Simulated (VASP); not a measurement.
# ZrS2 (P-3m1) in VASP: a series of runs

The runs below take ZrS2 through single point, with LDA.

All numbers are computed with VASP 6.6.1; they aren't measurements. Logs are shortened: lines on timing, memory, paths and dates and some standing lists are left out, and cuts for length are marked.

## (1) The cell of the first run

Symmetry: P-3m1, No. 164, trigonal system. The conventional cell has a = 3.667 Å, b = 3.667 Å, c = 5.610 Å, α = 90.00°, β = 90.00°, γ = 120.00°. Zr (site symmetry -3m) has 6 S at 2.55 Å within 3.4 Å. S (site symmetry 3m) has 3 Zr at 2.55 Å and 12 S at 3.49 to 3.67 Å within 3.7 Å.

## (2) Single point, LDA (in-plane strain +0.02, then relaxed in part)

Input file INCAR:

```
PREC     = Accurate       # precision mode
ENCUT    = 500            # plane-wave cutoff, eV
EDIFF    = 1E-6           # SCF threshold, eV
ISMEAR   = 0              # smearing method
SIGMA    = 0.01           # smearing width, eV
LREAL    = F              # projectors in reciprocal space
LASPH    = T              # aspherical terms in the spheres
NELM     = 120            # most SCF steps
ALGO     = Normal         # electronic algorithm
ISIF     = 2              # what is computed and relaxed
LWAVE    = F              # write WAVECAR
LCHARG   = F              # write CHGCAR
NBANDS   = 19             # bands
GGA_COMPAT= F
```

Input file KPOINTS:

```
regular mesh
0
Gamma
  8 8 4
```

Input file POSCAR:

```
ZrS2
1.0
    3.6670471149      0.0000000000      0.0000000000
   -1.8335235575      3.1757559584      0.0000000000
    0.0000000000      0.0000000000      5.6104148844
Zr S
1 2
Direct
    0.0000000000      0.0000000000      0.0000000000
    0.6666666667      0.3333333333      0.7476201930
    0.3333333333      0.6666666667      0.2523798070
```

Potentials or basis: VASP PAW LDA potentials, release 64 (Zr_sv, S).

Command:

```
$ cat potpaw_LDA.64/Zr_sv/POTCAR potpaw_LDA.64/S/POTCAR > POTCAR
$ mpirun -np 1 vasp_std > vasp.out
```

OUTCAR:

```text
PREC = Accurate
   ENCUT = 500
   EDIFF = 1E-6
   ISMEAR = 0
   LREAL = F
   LASPH = T
   NELM = 120
   ISIF = 2

 ion  position               nearest neighbor table
   1  0.000  0.000  0.000-   2 2.55   3 2.55   2 2.55   3 2.55   2 2.55   3 2.55
   2  0.667  0.333  0.748-   1 2.55   1 2.55   1 2.55
   3  0.333  0.667  0.252-   1 2.55   1 2.55   1 2.55

  LATTYP: Found a hexagonal cell.
 ALAT       =     3.6670471149
 C/A-ratio  =     1.5299544043

  Lattice vectors:

 A1 = (   3.6670471149,   0.0000000000,   0.0000000000)
 A2 = (  -1.8335235575,   3.1757559584,   0.0000000000)
 A3 = (   0.0000000000,   0.0000000000,   5.6104148844)

Analysis of symmetry for initial positions (statically):
=====================================================================
 Subroutine PRICEL returns:
 Original cell was already a primitive cell.

 Routine SETGRP: Setting up the symmetry group for a
 hexagonal supercell.

 Subroutine GETGRP returns: Found 12 space group operations
 (whereof 12 operations were pure point group operations)
 out of a pool of 24 trial point group operations.

The static configuration has the point symmetry D_3d.

Analysis of symmetry for dynamics (positions and initial velocities):
=====================================================================
 Subroutine PRICEL returns:
 Original cell was already a primitive cell.

 Routine SETGRP: Setting up the symmetry group for a
 hexagonal supercell.

 Subroutine GETGRP returns: Found 12 space group operations
 (whereof 12 operations were pure point group operations)
 out of a pool of 24 trial point group operations.

The dynamic configuration has the point symmetry D_3d.

 Subroutine INISYM returns: Found 12 space group operations
 (whereof 12 operations are pure point group operations),
 and found     1 'primitive' translations

----------------------------------------------------------------------------------------

                                     Primitive cell

  volume of cell :      65.3369

  direct lattice vectors                    reciprocal lattice vectors
     3.667047115  0.000000000  0.000000000     0.272698978  0.157442828  0.000000000
    -1.833523557  3.175755958  0.000000000     0.000000000  0.314885657  0.000000000
     0.000000000  0.000000000  5.610414884     0.000000000  0.000000000  0.178239938

  length of vectors
     3.667047115  3.667047115  5.610414884     0.314885657  0.314885657  0.178239938

  position of ions in fractional coordinates (direct lattice)
     0.000000000  0.000000000  0.000000000
     0.666666667  0.333333333  0.747620193
     0.333333333  0.666666667  0.252379807

  ion indices of the primitive-cell ions
   primitive index   ion index
                 1           1
                 2           2
                 3           3

----------------------------------------------------------------------------------------

 KPOINTS: regular mesh

Automatic generation of k-mesh.
 Grid dimensions read from file:
 generate k-points for:    8    8    4

 Generating k-lattice:

  Cartesian coordinates                     Fractional coordinates (reciprocal lattice)
     0.034087372  0.019680354  0.000000000     0.125000000  0.000000000  0.000000000
     0.000000000  0.039360707  0.000000000     0.000000000  0.125000000  0.000000000
     0.000000000  0.000000000  0.044559984     0.000000000  0.000000000  0.250000000

  Length of vectors
     0.039360707  0.039360707  0.044559984

  Shift w.r.t. Gamma in fractional coordinates (k-lattice)
     0.000000000  0.000000000  0.000000000

 Subroutine IBZKPT returns following result:
 ===========================================

 Found     35 irreducible k-points:

 Following reciprocal coordinates:
            Coordinates               Weight
  0.000000  0.000000  0.000000      1.000000
  0.125000  0.000000  0.000000      6.000000
  0.250000  0.000000  0.000000      6.000000
  0.375000  0.000000  0.000000      6.000000
  0.500000  0.000000  0.000000      3.000000
  0.125000  0.125000  0.000000      6.000000
[... 16 lines left out ...]
 -0.125000  0.500000  0.250000     12.000000
  0.250000  0.250000  0.250000     12.000000
 [... further k-points ...]
   k-points           NKPTS =     35   k-points in BZ     NKDIM =     35   number of bands    NBANDS=     19
   number of dos      NEDOS =    301   number of ions     NIONS =      3
   total plane-waves  NPLWV =  32928
   dimension x,y,z NGX =    28 NGY =   28 NGZ =   42
   dimension x,y,z NGXF=    56 NGYF=   56 NGZF=   84
   ions per type =               1   2
   NGX,Y,Z   is equivalent  to a cutoff of  12.69, 12.69, 12.45 a.u.
   NGXF,Y,Z  is equivalent  to a cutoff of  25.39, 25.39, 24.89 a.u.
 SYSTEM =  unknown system
   PREC   = accura    normal or accurate (medium, high low for compatibility)
   ISTART =      0    job   : 0-new  1-cont  2-samecut
   ICHARG =      2    charge: 1-file 2-atom 10-const
   ISPIN  =      1    spin polarized calculation?
   LNONCOLLINEAR =      F non collinear calculations
   LSORBIT =      F    spin-orbit coupling
   LASPH  =      T    aspherical Exc in radial PAW
   ENCUT  =  500.0 eV  36.75 Ry    6.06 a.u.   6.69  6.69 10.23*2*pi/ulx,y,z
   NELM   =    120;   NELMIN=  2; NELMDL= -5     # of ELM steps
   EDIFF  = 0.1E-05   stopping-criterion for ELM
   LREAL  =      F    real-space projection
[... 7 lines left out ...]
   TEBEG  =    0.0;   TEEND  =   0.0 temperature during run
   PSTRESS=    0.0 pullay stress
   NELECT =      24.0000    total number of electrons
   NUPDOWN=      -1.0000    fix difference up-down
   EMIN   =  10.00;   EMAX   =-10.00  energy-range for DOS
   EFERMI =   0.00;   METHOD = LEGACY
   ISMEAR =     0;   SIGMA  =   0.01  broadening in eV -4-tet -1-fermi 0-gaus
   EFERMI_NEDOS =   21; number of points for ismear=-14 and -15
   IALGO  =     38    algorithm
   IMIX   =      4    mixing-type and parameters
     AMIX     =   0.40;   BMIX     =  1.00
     AMIX_MAG =   1.60;   BMIX_MAG =  1.00
  volume/ion in A,a.u.               =      21.78       146.97
  Fermi-wavevector in a.u.,A,eV,Ry     =   1.172445  2.215599 18.702931  1.374627
  Thomas-Fermi vector in A             =   2.308873
   LORBIT       =      0    0 simple, 1 ext, 2 COOP (PROOUT), +10 PAW based schemes
   GGA     = CA    functional components
   LHFCALC =     F    Hartree Fock is set to
   AEXX    =    0.0000 exact exchange contribution
   IVDW    =     0    specifies the selected vdW correction
   LEPSILON=     F    determine dielectric tensor
   LRPA    =     F    only Hartree local field effects (RPA)
 non-spin polarized calculation
 Gauss-broadening in eV      SIGMA  =   0.01
  energy-cutoff  :      500.00
  volume of cell :       65.34
 maximum number of plane-waves:      1701
 NGX is ok and might be reduce to    28
   NGX = 13   NGY = 13   NGZ = 21

 number of electron      24.0000001 magnetization

 Free energy of the ion-electron system (eV)
  ---------------------------------------------------
  ext. energy  EPLUGINS =         0.00000000
  ---------------------------------------------------
  free energy    TOTEN  =       -23.37198241 eV

  energy without entropy =      -23.37198241  energy(sigma->0) =      -23.37198241

 E-fermi :   5.3716     XC(G=0): -10.1593

 val. band max:        5.2338494925   @ k =   0.0000   0.0000   0.0000
 cond. band min:       5.8326159250   @ k =   0.5000   0.0000   0.5000
 fundamental gap:      0.5987664326
 Fermi energy:         5.3716451348

 k-point     1 :       0.0000    0.0000    0.0000
  band No.  band energies     occupation
      1     -43.6829      2.00000
      2     -21.9235      2.00000
      3     -21.7669      2.00000
      4     -21.7669      2.00000
      5      -7.8616      2.00000
      6      -6.1070      2.00000
[... 11 lines left out ...]
     18      10.4486      0.00000
     19      10.7759      0.00000

 k-point     2 :       0.1250    0.0000    0.0000
  band No.  band energies     occupation
      1     -43.6799      2.00000
      2     -21.9145      2.00000
      3     -21.8089      2.00000
      4     -21.7758      2.00000
      5      -7.6939      2.00000
      6      -6.1657      2.00000
[... 11 lines left out ...]
     18      11.3756      0.00000
     19      11.7097      0.00000

 k-point     3 :       0.2500    0.0000    0.0000
  band No.  band energies     occupation
      1     -43.6728      2.00000
      2     -21.9107      2.00000
      3     -21.8908      2.00000
      4     -21.7973      2.00000
      5      -7.2662      2.00000
      6      -6.2990      2.00000
[... 11 lines left out ...]
     18      12.3870      0.00000
     19      13.2686      0.00000

 k-point     4 :       0.3750    0.0000    0.0000
  band No.  band energies     occupation
      1     -43.6656      2.00000
      2     -22.0068      2.00000
      3     -21.8702      2.00000
      4     -21.8186      2.00000
      5      -6.8327      2.00000
      6      -6.3751      2.00000
[... 11 lines left out ...]
     18      12.4064      0.00000
     19      12.9786      0.00000

 k-point     5 :       0.5000    0.0000    0.0000
  band No.  band energies     occupation
      1     -43.6626      2.00000
      2     -22.0465      2.00000
      3     -21.8611      2.00000
      4     -21.8274      2.00000
      5      -6.7178      2.00000
      6      -6.3146      2.00000
[... 11 lines left out ...]
     18      11.6811      0.00000
     19      13.2005      0.00000

 k-point     6 :       0.1250    0.1250    0.0000
  band No.  band energies     occupation
      1     -43.6749      2.00000
      2     -21.8994      2.00000
      3     -21.8750      2.00000
      4     -21.7957      2.00000
      5      -7.3938      2.00000
      6      -6.2627      2.00000
[... 11 lines left out ...]
     18      12.6782      0.00000
     19      12.8062      0.00000

 k-point     7 :       0.2500    0.1250    0.0000
  band No.  band energies     occupation
      1     -43.6677      2.00000
      2     -21.9632      2.00000
      3     -21.8776      2.00000
      4     -21.8272      2.00000
      5      -6.9385      2.00000
      6      -6.3816      2.00000
[... 11 lines left out ...]
     18      13.0179      0.00000
     19      13.7114      0.00000

 k-point     8 :       0.3750    0.1250    0.0000
  band No.  band energies     occupation
      1     -43.6626      2.00000
      2     -22.0239      2.00000
      3     -21.8619      2.00000
      4     -21.8503      2.00000
      5      -6.6659      2.00000
      6      -6.3669      2.00000
[... 256 lines left out ...]
 k-point    20 :       0.2500    0.1250    0.2500
  band No.  band energies     occupation
      1     -43.6677      2.00000
      2     -21.9632      2.00000
      3     -21.8780      2.00000
      4     -21.8272      2.00000
      5      -6.7916      2.00000
      6      -6.5455      2.00000
[... 11 lines left out ...]
     18      12.6732      0.00000
     19      14.0670      0.00000

 k-point    21 :      -0.1250    0.3750    0.2500
  band No.  band energies     occupation
      1     -43.6677      2.00000
      2     -21.9631      2.00000
      3     -21.8781      2.00000
      4     -21.8272      2.00000
      5      -6.9258      2.00000
      6      -6.3832      2.00000
[... 11 lines left out ...]
     18      12.6057      0.00000
     19      12.7486      0.00000

 k-point    22 :       0.3750    0.1250    0.2500
  band No.  band energies     occupation
      1     -43.6626      2.00000
      2     -22.0238      2.00000
      3     -21.8622      2.00000
      4     -21.8503      2.00000
      5      -6.6690      2.00000
      6      -6.3628      2.00000
[... 11 lines left out ...]
     18      11.8306      0.00000
     19      13.2790      0.00000

 k-point    23 :      -0.1250    0.5000    0.2500
  band No.  band energies     occupation
      1     -43.6626      2.00000
      2     -22.0238      2.00000
      3     -21.8622      2.00000
      4     -21.8503      2.00000
      5      -6.7690      2.00000
      6      -6.2398      2.00000
[... 11 lines left out ...]
     18      11.9487      0.00000
     19      12.7206      0.00000

 k-point    24 :       0.2500    0.2500    0.2500
  band No.  band energies     occupation
      1     -43.6626      2.00000
      2     -21.9921      2.00000
      3     -21.8846      2.00000
      4     -21.8606      2.00000
      5      -6.6077      2.00000
      6      -6.4224      2.00000
[... 11 lines left out ...]
     18      12.7877      0.00000
     19      13.4411      0.00000

 [... further k-points ...]

------------------------ aborting loop because EDIFF is reached ----------------------------------------

  FORCE on cell =-STRESS in cart. coord.  units (eV):
  Direction    XX          YY          ZZ          XY          YZ          ZX
  --------------------------------------------------------------------------------------
  -------------------------------------------------------------------------------------
  Total       -1.2216017     -1.2216017      0.0263196      0.0000000      0.0000000      0.0000000
  in kB      -29.9558471    -29.9558471      0.6454046      0.0000000      0.0000000      0.0000000
  external PRESSURE =     -19.7554299 kB  Pullay stress =       0.0000000 kB

 VOLUME and BASIS-vectors are now :
 -----------------------------------------------------------------------------
  energy-cutoff  :      500.00
  volume of cell :       65.34
      direct lattice vectors                 reciprocal lattice vectors
     3.667047115  0.000000000  0.000000000     0.272698978  0.157442828  0.000000000
    -1.833523557  3.175755958  0.000000000     0.000000000  0.314885657  0.000000000
     0.000000000  0.000000000  5.610414884     0.000000000  0.000000000  0.178239938

 POSITION                                       TOTAL-FORCE (eV/Angst)
 -----------------------------------------------------------------------------------
      0.00000      0.00000      0.00000         0.000000      0.000000      0.000000
      1.83352      1.05859      4.19446         0.000000      0.000000     -0.019505
     -0.00000      2.11717      1.41596        -0.000000     -0.000000      0.019505
 -----------------------------------------------------------------------------------
    total drift:                               -0.000000     -0.000000     -0.000000

  FREE ENERGIE OF THE ION-ELECTRON SYSTEM (eV)
  ---------------------------------------------------
  free  energy   TOTEN  =       -23.3719824073 eV

  energy  without entropy=      -23.3719824073  energy(sigma->0) =      -23.37198241
```

It took 17 s on 1 thread of Intel Xeon 6975P-C (Granite Rapids), shared host; peak memory 0.17 GiB.

Results:

```
Free energy            : -23.3720 eV
Pressure               : -2.0 GPa
Largest force          : 0.020 eV/Å
Band gap on the k mesh : 0.60 eV (least direct gap 1.18 eV)
```

Forces in eV/Å, atoms in the order of the input:
```
Zr   0.000  0.000  0.000
S    0.000  0.000 -0.020
S    0.000  0.000  0.020
```

Caveat: the cell differs from its parent crystal (in-plane strain +0.02, then relaxed in part). A k mesh can miss the band edges.

(Continued in part 2 of 2.)
